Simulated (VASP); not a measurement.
# MgCd3O4 (Pm-3m) in VASP: density of states with PBE

Aim: the density of states of MgCd3O4 with PBE.

All numbers are computed with VASP 6.6.1; they aren't measurements. Logs are shortened: lines on timing, memory, paths and dates and some standing lists are left out, and cuts for length are marked.

### 1 The cell of the first run

The structure is cubic, space group Pm-3m (No. 221). The conventional cell has a = 4.680 Å, b = 4.680 Å, c = 4.680 Å, α = 90.00°, β = 90.00°, γ = 90.00°. Within 3.1 Å of Mg (site symmetry m-3m) lie 6 O at 2.34 Å. Cd (site symmetry 4/mmm) has 6 O at 2.34 Å within 3.1 Å. O (site symmetry m-3m) has 6 Cd at 2.34 Å within 3.1 Å. Within 3.1 Å of O (site symmetry 4/mmm) lie 2 Mg at 2.34 Å and 4 Cd at 2.34 Å.

### 2 Density of states, PBE

The input, POSCAR:

```
MgCd3O4
1.0
    4.6802970000      0.0000000000      0.0000000000
    0.0000000000      4.6802970000      0.0000000000
    0.0000000000      0.0000000000      4.6802970000
Mg Cd O
1 3 4
Direct
    0.5000000000      0.5000000000      0.5000000000
    0.0000000000      0.0000000000      0.5000000000
    0.0000000000      0.5000000000      0.0000000000
    0.5000000000      0.0000000000      0.0000000000
    0.0000000000      0.0000000000      0.0000000000
    0.5000000000      0.5000000000      0.0000000000
    0.5000000000      0.0000000000      0.5000000000
    0.0000000000      0.5000000000      0.5000000000
```

The input, INCAR.step1:

```
SYSTEM = MgCd3O4
PREC = Accurate
ENCUT = 520
EDIFF = 1E-6
ISMEAR = 0
SIGMA = 0.1
LREAL = .FALSE.
LASPH = .TRUE.
NELM = 60
ALGO = Normal
ISIF = 2
LWAVE = .FALSE.
LCHARG = .TRUE.
GGA = PE
NBANDS = 41
```

The input, KPOINTS.step1:

```
Automatic mesh
0
G
  8 8 8
  0 0 0
```

The input, INCAR.step2:

```
SYSTEM = MgCd3O4
PREC = Accurate
ENCUT = 520
EDIFF = 1E-6
ISMEAR = -5
SIGMA = 0.1
LREAL = .FALSE.
LASPH = .TRUE.
NELM = 60
ALGO = Normal
ISIF = 2
LWAVE = .FALSE.
LCHARG = .FALSE.
GGA = PE
LORBIT = 11
NBANDS = 41
NEDOS = 1001
ICHARG = 11
```

The input, KPOINTS.step2:

```
Automatic mesh
0
G
  12 12 12
  0 0 0
```

Potentials or basis: VASP PAW PBE potentials, release 64 (Mg, Cd, O).

Run with:

```bash
> cat potpaw_PBE.64/Mg/POTCAR potpaw_PBE.64/Cd/POTCAR potpaw_PBE.64/O/POTCAR > POTCAR
> cp INCAR.step1 INCAR
> cp KPOINTS.step1 KPOINTS
> mpirun -np 1 vasp_std > vasp.out
> cp INCAR.step2 INCAR
> cp KPOINTS.step2 KPOINTS
> mpirun -np 1 vasp_std > vasp.out
```

OUTCAR:

```text
SYSTEM = MgCd3O4
   PREC = Accurate
   ENCUT = 520
   EDIFF = 1E-6
   ISMEAR = -5
   LREAL = .FALSE.
   LASPH = .TRUE.
   NELM = 60
   ISIF = 2
   GGA = PE
   LORBIT = 11
   ICHARG = 11

 ion  position               nearest neighbor table
   1  0.500  0.500  0.500-   6 2.34   7 2.34   8 2.34   6 2.34   7 2.34   8 2.34   3 3.31   4 3.31
                             2 3.31   2 3.31   4 3.31   3 3.31   4 3.31   2 3.31   3 3.31   4 3.31
   2  0.000  0.000  0.500-   5 2.34   7 2.34   8 2.34   5 2.34   8 2.34   7 2.34   3 3.31   4 3.31
                             1 3.31   1 3.31   3 3.31   3 3.31   3 3.31   1 3.31   4 3.31   4 3.31
   3  0.000  0.500  0.000-   5 2.34   6 2.34   8 2.34   8 2.34   5 2.34   6 2.34   1 3.31   2 3.31
                             1 3.31   2 3.31   4 3.31   2 3.31   2 3.31   1 3.31   4 3.31   4 3.31
   4  0.500  0.000  0.000-   5 2.34   6 2.34   7 2.34   7 2.34   6 2.34   5 2.34   1 3.31   2 3.31
                             1 3.31   1 3.31   3 3.31   2 3.31   1 3.31   2 3.31   3 3.31   3 3.31
   5  0.000  0.000  0.000-   2 2.34   3 2.34   4 2.34   2 2.34   3 2.34   4 2.34
   6  0.500  0.500  0.000-   1 2.34   3 2.34   4 2.34   1 2.34   4 2.34   3 2.34
   7  0.500  0.000  0.500-   1 2.34   2 2.34   4 2.34   4 2.34   1 2.34   2 2.34
   8  0.000  0.500  0.500-   1 2.34   2 2.34   3 2.34   3 2.34   2 2.34   1 2.34

  LATTYP: Found a simple cubic cell.
 ALAT       =     4.6802970000

  Lattice vectors:

 A1 = (   4.6802970000,   0.0000000000,   0.0000000000)
 A2 = (   0.0000000000,   4.6802970000,   0.0000000000)
 A3 = (   0.0000000000,   0.0000000000,   4.6802970000)

Analysis of symmetry for initial positions (statically):
=====================================================================
 Subroutine PRICEL returns:
 Original cell was already a primitive cell.

 Routine SETGRP: Setting up the symmetry group for a
 simple cubic supercell.

 Subroutine GETGRP returns: Found 48 space group operations
 (whereof 48 operations were pure point group operations)
 out of a pool of 48 trial point group operations.

The static configuration has the point symmetry O_h .

Analysis of symmetry for dynamics (positions and initial velocities):
=====================================================================
 Subroutine PRICEL returns:
 Original cell was already a primitive cell.

 Routine SETGRP: Setting up the symmetry group for a
 simple cubic supercell.

 Subroutine GETGRP returns: Found 48 space group operations
 (whereof 48 operations were pure point group operations)
 out of a pool of 48 trial point group operations.

The dynamic configuration has the point symmetry O_h .

 Subroutine INISYM returns: Found 48 space group operations
 (whereof 48 operations are pure point group operations),
 and found     1 'primitive' translations

----------------------------------------------------------------------------------------

                                     Primitive cell

  volume of cell :     102.5227

  direct lattice vectors                    reciprocal lattice vectors
     4.680297000  0.000000000  0.000000000     0.213661654  0.000000000  0.000000000
     0.000000000  4.680297000  0.000000000     0.000000000  0.213661654  0.000000000
     0.000000000  0.000000000  4.680297000     0.000000000  0.000000000  0.213661654

  length of vectors
     4.680297000  4.680297000  4.680297000     0.213661654  0.213661654  0.213661654

  position of ions in fractional coordinates (direct lattice)
     0.500000000  0.500000000  0.500000000
     0.000000000  0.000000000  0.500000000
     0.000000000  0.500000000  0.000000000
     0.500000000  0.000000000  0.000000000
     0.000000000  0.000000000  0.000000000
     0.500000000  0.500000000  0.000000000
     0.500000000  0.000000000  0.500000000
     0.000000000  0.500000000  0.500000000

  ion indices of the primitive-cell ions
   primitive index   ion index
                 1           1
                 2           2
                 3           3
                 4           4
                 5           5
                 6           6
                 7           7
                 8           8

----------------------------------------------------------------------------------------

 KPOINTS: Automatic mesh

Automatic generation of k-mesh.
 Grid dimensions read from file:
 generate k-points for:   12   12   12

 Generating k-lattice:

  Cartesian coordinates                     Fractional coordinates (reciprocal lattice)
     0.017805138  0.000000000  0.000000000     0.083333333  0.000000000  0.000000000
     0.000000000  0.017805138  0.000000000     0.000000000  0.083333333  0.000000000
     0.000000000  0.000000000  0.017805138     0.000000000  0.000000000  0.083333333

  Length of vectors
     0.017805138  0.017805138  0.017805138

  Shift w.r.t. Gamma in fractional coordinates (k-lattice)
     0.000000000  0.000000000  0.000000000

 TETIRR: Found    854 inequivalent tetrahedra from    10368

 Subroutine IBZKPT returns following result:
 ===========================================

 Found     84 irreducible k-points:

 Following reciprocal coordinates:
            Coordinates               Weight
  0.000000  0.000000  0.000000      1.000000
  0.083333  0.000000  0.000000      6.000000
  0.166667  0.000000  0.000000      6.000000
  0.250000  0.000000  0.000000      6.000000
  0.333333  0.000000  0.000000      6.000000
  0.416667  0.000000  0.000000      6.000000
[... 16 lines left out ...]
  0.333333  0.333333  0.000000     12.000000
  0.416667  0.333333  0.000000     24.000000
 [... further k-points ...]
   k-points           NKPTS =     84   k-points in BZ     NKDIM =     84   number of bands    NBANDS=     41
   number of dos      NEDOS =   1001   number of ions     NIONS =      8
   total plane-waves  NPLWV =  46656
   dimension x,y,z NGX =    36 NGY =   36 NGZ =   36
   dimension x,y,z NGXF=    72 NGYF=   72 NGZF=   72
   ions per type =               1   3   4
   NGX,Y,Z   is equivalent  to a cutoff of  12.79, 12.79, 12.79 a.u.
   NGXF,Y,Z  is equivalent  to a cutoff of  25.57, 25.57, 25.57 a.u.
 SYSTEM =  MgCd3O4
   PREC   = accura    normal or accurate (medium, high low for compatibility)
   ISTART =      0    job   : 0-new  1-cont  2-samecut
   ICHARG =     11    charge: 1-file 2-atom 10-const
   ISPIN  =      1    spin polarized calculation?
   LNONCOLLINEAR =      F non collinear calculations
   LSORBIT =      F    spin-orbit coupling
   LASPH  =      T    aspherical Exc in radial PAW
   ENCUT  =  520.0 eV  38.22 Ry    6.18 a.u.   8.70  8.70  8.70*2*pi/ulx,y,z
   NELM   =     60;   NELMIN=  2; NELMDL=  0     # of ELM steps
   EDIFF  = 0.1E-05   stopping-criterion for ELM
   LREAL  =      F    real-space projection
   EDIFFG = 0.1E-04   stopping-criterion for IOM
   NSW    =      0    number of steps for IOM
   IBRION =     -1    ionic relax: 0-MD 1-quasi-New 2-CG
   NFREE  =      0    steps in history (QN), initial steepest desc. (CG)
   ISIF   =      2    stress and relaxation
   ISYM   =      2    0-nonsym 1-usesym 2-fastsym
   POTIM  = 0.5000    time-step for ionic-motion
   TEBEG  =    0.0;   TEEND  =   0.0 temperature during run
   PSTRESS=    0.0 pullay stress
   NELECT =      62.0000    total number of electrons
   NUPDOWN=      -1.0000    fix difference up-down
   EMIN   =  10.00;   EMAX   =-10.00  energy-range for DOS
   EFERMI =   0.00;   METHOD = LEGACY
   ISMEAR =    -5;   SIGMA  =   0.10  broadening in eV -4-tet -1-fermi 0-gaus
   EFERMI_NEDOS =   21; number of points for ismear=-14 and -15
   IALGO  =     38    algorithm
   IMIX   =      4    mixing-type and parameters
     AMIX     =   0.40;   BMIX     =  1.00
     AMIX_MAG =   1.60;   BMIX_MAG =  1.00
  volume/ion in A,a.u.               =      12.82        86.48
  Fermi-wavevector in a.u.,A,eV,Ry     =   1.384412  2.616159 26.076875  1.916596
  Thomas-Fermi vector in A             =   2.508918
   LORBIT       =     11    0 simple, 1 ext, 2 COOP (PROOUT), +10 PAW based schemes
   GGA     = PE    functional components
   LHFCALC =     F    Hartree Fock is set to
   AEXX    =    0.0000 exact exchange contribution
   IVDW    =     0    specifies the selected vdW correction
   LEPSILON=     F    determine dielectric tensor
   LRPA    =     F    only Hartree local field effects (RPA)
 non-spin polarized calculation
 Fermi weights with tetrahedron method with Bloechl corrections
  energy-cutoff  :      520.00
  volume of cell :      102.52
 maximum number of plane-waves:      2800
 NGX is ok and might be reduce to    36

 number of electron      62.0000033 magnetization

 Free energy of the ion-electron system (eV)
  ---------------------------------------------------
  ext. energy  EPLUGINS =         0.00000000
  ---------------------------------------------------
  free energy    TOTEN  =       -34.34172469 eV

  energy without entropy =      -34.34172469  energy(sigma->0) =      -34.34172469

 E-fermi :   2.2150     XC(G=0): -11.2437

 val. band max:        2.2221441922   @ k =   0.5000   0.5000   0.5000
 cond. band min:       2.0654283742   @ k =   0.0000   0.0000   0.0000
 fundamental gap:     -0.1567158180
 Fermi energy:         2.2150167653

 k-point     1 :       0.0000    0.0000    0.0000
  band No.  band energies     occupation
      1     -15.1732      2.00000
      2     -14.5726      2.00000
      3     -14.4227      2.00000
      4     -14.4227      2.00000
      5      -4.8412      2.00000
      6      -4.8412      2.00000
[... 1045 lines left out ...]
     40      11.4327      0.00000
     41      11.9915      0.00000

 [... further k-points ...]
[... 5 lines left out ...]
  --------------------------------------------------------------------------------------
  -------------------------------------------------------------------------------------
  Total        0.6763075      0.6763075      0.6763075     -0.0000000     -0.0000000      0.0000000
  in kB       10.5690150     10.5690150     10.5690150     -0.0000000     -0.0000000      0.0000000
  external PRESSURE =      10.5690150 kB  Pullay stress =       0.0000000 kB

 VOLUME and BASIS-vectors are now :
 -----------------------------------------------------------------------------
  energy-cutoff  :      520.00
  volume of cell :      102.52
      direct lattice vectors                 reciprocal lattice vectors
     4.680297000  0.000000000  0.000000000     0.213661654  0.000000000  0.000000000
     0.000000000  4.680297000  0.000000000     0.000000000  0.213661654  0.000000000
     0.000000000  0.000000000  4.680297000     0.000000000  0.000000000  0.213661654

 POSITION                                       TOTAL-FORCE (eV/Angst)
 -----------------------------------------------------------------------------------
      2.34015      2.34015      2.34015         0.000000      0.000000      0.000000
      0.00000      0.00000      2.34015         0.000000      0.000000      0.000000
      0.00000      2.34015      0.00000         0.000000      0.000000      0.000000
      2.34015      0.00000      0.00000         0.000000      0.000000      0.000000
      0.00000      0.00000      0.00000         0.000000      0.000000      0.000000
      2.34015      2.34015      0.00000         0.000000      0.000000      0.000000
      2.34015      0.00000      2.34015         0.000000      0.000000      0.000000
      0.00000      2.34015      2.34015         0.000000      0.000000      0.000000
 -----------------------------------------------------------------------------------
    total drift:                                0.000000     -0.000000     -0.000000

  FREE ENERGIE OF THE ION-ELECTRON SYSTEM (eV)
  ---------------------------------------------------
  free  energy   TOTEN  =       -34.3417246914 eV

  energy  without entropy=      -34.3417246914  energy(sigma->0) =      -34.34172469

 total charge

# of ion       s       p       d       tot
------------------------------------------
    1        0.118   0.102   0.036   0.256
    2        0.337   0.266   9.656  10.259
    3        0.337   0.266   9.656  10.259
    4        0.337   0.266   9.656  10.259
    5        1.573   3.368   0.000   4.941
    6        1.564   3.379   0.000   4.943
    7        1.564   3.379   0.000   4.943
    8        1.564   3.379   0.000   4.943
--------------------------------------------------
tot          7.394  14.406  29.003  50.803
```

It took 4.6 min on 1 thread of Intel Xeon Platinum 8488C (Sapphire Rapids), shared host; peak memory 0.41 GiB.

Results:

```yaml
Valence_electrons_inside_the_program's_atomic_spheres: Mg 0.26; Cd 10.26; O 4.94
```

Caveat: tetrahedron occupations give inexact forces and stress in metals.
